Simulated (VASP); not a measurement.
# CuI (F-43m) in VASP: notebook, part 2 of 2

VASP 6.6.1. The steps go on from the part before.

## 5. Single point, PBE

This run uses another cell than the first one, of 28.07 Å³/atom.

INCAR reads:

```
SYSTEM = CuI
ALGO = Normal ; EDIFF = 1E-7
ENCUT = 520 ; GGA = PE
ISIF = 2 ; ISMEAR = -1
LASPH = .True. ; LCHARG = .False.
LREAL = .False. ; LWAVE = .False.
NBANDS = 16 ; NELM = 60
PREC = Accurate ; SIGMA = 0.05
```

KPOINTS reads:

```
k-points
0
Gamma
  8 8 8
  0 0 0
```

POSCAR reads:

```
CuI
1.0
    0.0000000000      3.0392737851      3.0392737851
    3.0392737851      0.0000000000      3.0392737851
    3.0392737851      3.0392737851      0.0000000000
I Cu
1 1
Direct
    0.0000000000      0.0000000000      0.0000000000
    0.7500000000      0.7500000000      0.7500000000
```

Potentials or basis: VASP PAW PBE potentials, release 64 (I, Cu).

Launch:

```sh
> cat potpaw_PBE.64/I/POTCAR potpaw_PBE.64/Cu/POTCAR > POTCAR
> mpirun -np 1 vasp_std > vasp.out
```

OUTCAR:

```text
SYSTEM = CuI
   EDIFF = 1E-7
   ENCUT = 520
   GGA = PE
   ISIF = 2
   ISMEAR = -1
   LASPH = .True.
   LREAL = .False.
   NELM = 60
   PREC = Accurate

 ion  position               nearest neighbor table
   1  0.000  0.000  0.000-   2 2.63   2 2.63   2 2.63   2 2.63
   2  0.750  0.750  0.750-   1 2.63   1 2.63   1 2.63   1 2.63

  LATTYP: Found a face centered cubic cell.
 ALAT       =     6.0785475702

  Lattice vectors:

 A1 = (   0.0000000000,   3.0392737851,   3.0392737851)
 A2 = (   3.0392737851,   0.0000000000,   3.0392737851)
 A3 = (   3.0392737851,   3.0392737851,   0.0000000000)

Analysis of symmetry for initial positions (statically):
=====================================================================
 Subroutine PRICEL returns:
 Original cell was already a primitive cell.

 Routine SETGRP: Setting up the symmetry group for a
 face centered cubic supercell.

 Subroutine GETGRP returns: Found 24 space group operations
 (whereof 24 operations were pure point group operations)
 out of a pool of 48 trial point group operations.

The static configuration has the point symmetry T_d .

Analysis of symmetry for dynamics (positions and initial velocities):
=====================================================================
 Subroutine PRICEL returns:
 Original cell was already a primitive cell.

 Routine SETGRP: Setting up the symmetry group for a
 face centered cubic supercell.

 Subroutine GETGRP returns: Found 24 space group operations
 (whereof 24 operations were pure point group operations)
 out of a pool of 48 trial point group operations.

The dynamic configuration has the point symmetry T_d .

 Subroutine INISYM returns: Found 24 space group operations
 (whereof 24 operations are pure point group operations),
 and found     1 'primitive' translations

----------------------------------------------------------------------------------------

                                     Primitive cell
[... 108 lines left out ...]
   IALGO  =     38    algorithm
   IMIX   =      4    mixing-type and parameters
     AMIX     =   0.40;   BMIX     =  1.00
     AMIX_MAG =   1.60;   BMIX_MAG =  1.00
  volume/ion in A,a.u.               =      28.07       189.45
  Fermi-wavevector in a.u.,A,eV,Ry     =   1.120433  2.117311 17.080343  1.255370
  Thomas-Fermi vector in A             =   2.257079
   LORBIT       =      0    0 simple, 1 ext, 2 COOP (PROOUT), +10 PAW based schemes
   GGA     = PE    functional components
   LHFCALC =     F    Hartree Fock is set to
   AEXX    =    0.0000 exact exchange contribution
   IVDW    =     0    specifies the selected vdW correction
   LEPSILON=     F    determine dielectric tensor
   LRPA    =     F    only Hartree local field effects (RPA)
 non-spin polarized calculation
  energy-cutoff  :      520.00
  volume of cell :       56.15
 maximum number of plane-waves:      1540
   NGX = 15   NGY = 15   NGZ = 15

 number of electron      18.0000012 magnetization

 Free energy of the ion-electron system (eV)
  ---------------------------------------------------
  ext. energy  EPLUGINS =         0.00000000
  ---------------------------------------------------
  free energy    TOTEN  =        -5.56257596 eV

  energy without entropy =       -5.56257581  energy(sigma->0) =       -5.56257588

 E-fermi :   4.9505     XC(G=0):  -8.9013

 val. band max:        4.3477930863   @ k =   0.0000   0.0000   0.0000
 cond. band min:       5.4711133885   @ k =   0.0000   0.0000   0.0000
 fundamental gap:      1.1233203022
 Fermi energy:         4.9504947945

 k-point     1 :       0.0000    0.0000    0.0000
  band No.  band energies     occupation
      1      -9.6224      2.00000
      2       0.7436      2.00000
      3       0.7436      2.00000
      4       0.7436      2.00000
      5       2.5283      2.00000
      6       2.5283      2.00000
[... 433 lines left out ...]
      3       0.2072      2.00000
      4       0.7144      2.00000
      5       2.4657      2.00000
      6       2.5396      2.00000
[... 8 lines left out ...]
     15      15.0786      0.00000
     16      15.6272      0.00000

 [... further k-points ...]

------------------------ aborting loop because EDIFF is reached ----------------------------------------

  FORCE on cell =-STRESS in cart. coord.  units (eV):
  Direction    XX          YY          ZZ          XY          YZ          ZX
  --------------------------------------------------------------------------------------
  -------------------------------------------------------------------------------------
  Total        0.0101920      0.0101920      0.0101920      0.0000000     -0.0000000     -0.0000000
  in kB        0.2908238      0.2908238      0.2908238      0.0000000     -0.0000000     -0.0000000
  external PRESSURE =       0.2908238 kB  Pullay stress =       0.0000000 kB

 VOLUME and BASIS-vectors are now :
 -----------------------------------------------------------------------------
  energy-cutoff  :      520.00
  volume of cell :       56.15
      direct lattice vectors                 reciprocal lattice vectors
     0.000000000  3.039273785  3.039273785    -0.164512984  0.164512984  0.164512984
     3.039273785  0.000000000  3.039273785     0.164512984 -0.164512984  0.164512984
     3.039273785  3.039273785  0.000000000     0.164512984  0.164512984 -0.164512984

 POSITION                                       TOTAL-FORCE (eV/Angst)
 -----------------------------------------------------------------------------------
      0.00000      0.00000      0.00000         0.000000      0.000000      0.000000
      4.55891      4.55891      4.55891        -0.000000     -0.000000     -0.000000
 -----------------------------------------------------------------------------------
    total drift:                               -0.000001     -0.000001     -0.000001

  FREE ENERGIE OF THE ION-ELECTRON SYSTEM (eV)
  ---------------------------------------------------
  free  energy   TOTEN  =        -5.5625759568 eV

  energy  without entropy=       -5.5625758069  energy(sigma->0) =       -5.56257588
```

OSZICAR:

```text
N       E                     dE             d eps       ncg     rms          rms(c)
DAV:   1     0.948191188455E+02    0.94819E+02   -0.74656E+03   928   0.118E+03
DAV:   2     0.129256208765E+00   -0.94690E+02   -0.85783E+02   968   0.227E+02
DAV:   3    -0.561417637089E+01   -0.57434E+01   -0.56634E+01  1240   0.607E+01
DAV:   4    -0.576705788501E+01   -0.15288E+00   -0.15283E+00  1144   0.928E+00
DAV:   5    -0.577526543271E+01   -0.82075E-02   -0.82074E-02  1456   0.239E+00    0.524E+00
DAV:   6    -0.570148019238E+01    0.73785E-01   -0.25938E+00   984   0.430E+01    0.335E+00
DAV:   7    -0.556317276075E+01    0.13831E+00   -0.62378E-01   984   0.258E+01    0.165E+00
DAV:   8    -0.556438855693E+01   -0.12158E-02   -0.32272E-02  1496   0.238E+00    0.434E-01
DAV:   9    -0.556239044248E+01    0.19981E-02   -0.76983E-03  1168   0.256E+00    0.128E-01
DAV:  10    -0.556257220799E+01   -0.18177E-03   -0.56539E-04  1104   0.147E-01    0.341E-02
DAV:  11    -0.556257658322E+01   -0.43752E-05   -0.13097E-04  1224   0.321E-01    0.275E-02
DAV:  12    -0.556257617047E+01    0.41275E-06   -0.88010E-06  1424   0.464E-02    0.194E-02
DAV:  13    -0.556257539475E+01    0.77573E-06   -0.58589E-06  1208   0.728E-02    0.420E-03
DAV:  14    -0.556257603716E+01   -0.64242E-06   -0.16414E-06  1488   0.131E-02    0.444E-03
DAV:  15    -0.556257595682E+01    0.80344E-07   -0.50268E-08   760   0.679E-03
   1 F= -.55625760E+01 E0= -.55625759E+01  d E =-.149940E-06
```

stdout:

```text
POSCAR found type information on POSCAR I Cu
 POSCAR found :  2 types and       2 ions
 scaLAPACK will be used
 LDA part: xc-table for (Slater+PW92), standard interpolation
 POSCAR, INCAR and KPOINTS ok, starting setup
 FFT: planning ... GRIDC
 FFT: planning ... GRID_SOFT
 FFT: planning ... GRID
 WAVECAR not read
 entering main loop
```

Run time: 46 s. Hardware: 1 thread of Intel Xeon 8259CL, shared host; peak memory 0.18 GiB.

Results:

```
Free energy            : -5.5626 eV
Pressure               : 0.0 GPa
Band gap on the k mesh : 1.12 eV
```

Caveat: spin-orbit coupling is left out, which moves the levels of the heavy elements. PBE gaps usually lie below the measured ones, often by a third to a half.

## 6. Single point, PBE

This run uses another cell than the first one, of 28.07 Å³/atom.

INCAR reads:

```
ALGO = Normal
EDIFF = 1E-6
ENCUT = 520
GGA = PE
ISIF = 2
ISMEAR = -1
LASPH = T
LCHARG = F
LREAL = F
LWAVE = F
NBANDS = 16
NELM = 100
PREC = Accurate
SIGMA = 0.05
```

KPOINTS reads:

```
k-points
0
Gamma
  8 8 8
```

POSCAR reads:

```
CuI
1.0
    0.0000000000      3.0390033982      3.0390033982
    3.0390033982      0.0000000000      3.0390033982
    3.0390033982      3.0390033982      0.0000000000
I Cu
1 1
Direct
    0.0000000000      0.0000000000      0.0000000000
    0.7500000000      0.7500000000      0.7500000000
```

Potentials or basis: VASP PAW PBE potentials, release 64 (I, Cu).

Launch:

```sh
> cat potpaw_PBE.64/I/POTCAR potpaw_PBE.64/Cu/POTCAR > POTCAR
> mpirun -np 1 vasp_std > vasp.out
```

Run time: 34 s. Hardware: 1 thread of Intel Xeon 8259CL, shared host; peak memory 0.19 GiB.

Results (log left out):

```yaml
Free_energy: -5.5626 eV
Pressure: 0.4 GPa
Band_gap_on_the_k_mesh: 1.13 eV
```

Levels at points of the mesh, in eV from the valence-band top:
```tsv
k point	band 6	band 7	band 8	band 9	band 10	band 11	band 12	band 13
(0.00, 0.00, 0.00)	-1.82	0.00	0.00	0.00	1.13	4.88	4.88	4.88
(0.50, 0.00, 0.00)	-1.79	-1.75	-0.70	-0.70	2.15	5.41	5.41	7.39
(0.50, 0.50, 0.00)	-1.77	-1.74	-1.47	-1.47	2.73	2.91	9.14	9.72
```

Caveat: spin-orbit coupling is left out, which moves the levels of the heavy elements. PBE gaps usually lie below the measured ones, often by a third to a half.

## 7. Overview

| level | potentials or basis | cell | smearing | gap on the mesh (eV) | pressure (GPa) |
| --- | --- | --- | --- | --- | --- |
| RPBE | VASP PAW PBE potentials, release 64 (I, Cu) | a = 4.287 Å, angles 60.0°, 2 atoms | fermi-dirac 0.05 eV | 1.28 | 2.4 |
| PBE | VASP PAW PBE potentials, release 64 (I, Cu) | a = 4.287 Å, angles 60.0°, 2 atoms | gaussian 0.011 eV | 1.14 | 0.7 |
| LDA | VASP PAW LDA potentials, release 64 (I, Cu) | a = 4.287 Å, angles 60.0°, 2 atoms | fermi-dirac 0.05 eV | 1.00 | -4.3 |
| PBE | VASP PAW PBE potentials, release 64 (I, Cu) | a = 4.298 Å, angles 60.0°, 2 atoms | fermi-dirac 0.05 eV | 1.13 | 0.4 |

Alike in all rows: task single point; no spin polarisation; k mesh 8 × 8 × 8; cutoff (eV) 520.

Caveats: spin-orbit coupling is left out, which moves the levels of the heavy elements; the PAW data sets were made with another functional, which shifts forces and pressure a little (at least some runs); the cell stands under tension (at least some runs).

Absolute energies hang on the potentials; compare differences alone.
